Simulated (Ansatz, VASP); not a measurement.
# AlB2P3: VASP beside Ansatz

INCAR

```
ALGO = Normal ; EDIFF = 1E-6
EDIFFG = -0.01 ; ENCUT = 600
GGA = PE ; IBRION = 2
ISIF = 3 ; ISMEAR = 0
LASPH = True ; LCHARG = False
LREAL = False ; LWAVE = False
NELM = 80 ; NSW = 100
PREC = Accurate ; SIGMA = 0.01
```

KPOINTS

```
k-points
0
Gamma
  12 12 4
```

The input POSCAR:

```
AlB2P3
1.0
    3.4171684944      0.0000000000      0.0000000000
   -1.7085842472      2.9593547252      0.0000000000
    0.0000000000      0.0000000000      8.6434621542
Al B P
1 2 3
Direct
    0.6666666667      0.3333333333      0.3374598709
    0.0000000000      0.0000000000      0.9853852002
    0.3333333333      0.6666666667      0.6858767645
    0.0000000000      0.0000000000      0.2139079377
    0.6666666667      0.3333333333      0.6134763393
    0.3333333333      0.6666666667      0.9138938875
```

Input for Ansatz:

```yaml
crystal:
  lattice:
    - [3.4171684944, 0.0, 0.0]
    - [-1.7085842472, 2.9593547252, 0.0]
    - [0.0, 0.0, 8.6434621542]
  atoms:
    - { symbol: Al, position: [0.6666666667, 0.3333333333, 0.3374598709] }
    - { symbol: B, position: [0.0, 0.0, 0.9853852002] }
    - { symbol: B, position: [0.3333333333, 0.6666666667, 0.6858767645] }
    - { symbol: P, position: [0.0, 0.0, 0.2139079377] }
    - { symbol: P, position: [0.6666666667, 0.3333333333, 0.6134763393] }
    - { symbol: P, position: [0.3333333333, 0.6666666667, 0.9138938875] }
basis:
  ecutwfc: 420
kpoints:
  mp_grid: { grid: [12, 12, 4] }
hamiltonian:
  xc: pbe
scf:
  occupations: { method: gaussian, width: 0.01 }
output:
  forces: true
  stress: true
  eigenvalues: true
  write_density: true
  write_potential: true
  elf: true
  volumetric_format: npy
relax:
  adjacent_minimum: "off"
  f_tol: 0.01
  max_steps: 80
  cell: { stress_tol: 0.05 }
```

Alike in both runs: task relaxation of cell and atoms; functional PBE; k mesh 12 × 12 × 4; occupations gaussian, width 0.01 eV; no spin polarisation.

|  | VASP | Ansatz |
| --- | --- | --- |
| version | VASP 6.6.1 | Ansatz 0.2.0 |
| potentials or method | VASP PAW PBE potentials, release 64 (Al, B, P), cutoff 600 eV | scalar-relativistic, plane waves, PAW |
| valence electrons in the cell | 24 | 24 |

|  | VASP | Ansatz | Ansatz less VASP |
| --- | --- | --- | --- |
| gap on the k mesh at the Fermi level, each at its own relaxed structure (eV) | 0.21 | 0.22 | +0.006 |
| relaxed volume (Å³/atom) | 14.54 | 14.56 | +0.019 |
| relaxed cell length with the largest relative difference (Å) | 8.645 | 8.650 | +0.0043 |
